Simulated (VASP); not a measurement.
## MgO: single point with PBE

MgO:

```
Mg O
1.0
     0.00000    2.12000    2.12000
     2.12000    0.00000    2.12000
     2.12000    2.12000    0.00000
Mg O
1 1
Direct
  0.00000 0.00000 0.00000
  0.50000 0.50000 0.50000
```

```yaml
Program: VASP 6.6.1
Task: single point
Functional: PBE
Potentials_or_basis: VASP PAW PBE potentials, release 64 (Mg, O)
Cutoff: 600 eV
k_mesh: 8 × 8 × 8
Occupations: gaussian, width 0.05 eV
Spin: no spin polarisation
```

```
Pressure               : 0.5 GPa
Band gap on the k mesh : 4.54 eV, direct
```

Levels at points of the mesh, in eV from the valence-band top:
```
           k point  band 2  band 3  band 4  band 5  band 6  band 7
(0.00, 0.00, 0.00)    0.00    0.00    0.00    4.54   15.69   15.69
(0.50, 0.00, 0.00)   -4.53   -0.63   -0.63    7.77   12.38   16.11
(0.50, 0.50, 0.00)   -4.00   -1.32   -1.32    9.10    9.76   12.89
```

It took 13 s on 1 thread of AMD EPYC 7R13 (shared host), peak memory 0.11 GiB.

Expect the measured gap to be larger: semilocal functionals such as PBE lack the derivative discontinuity.
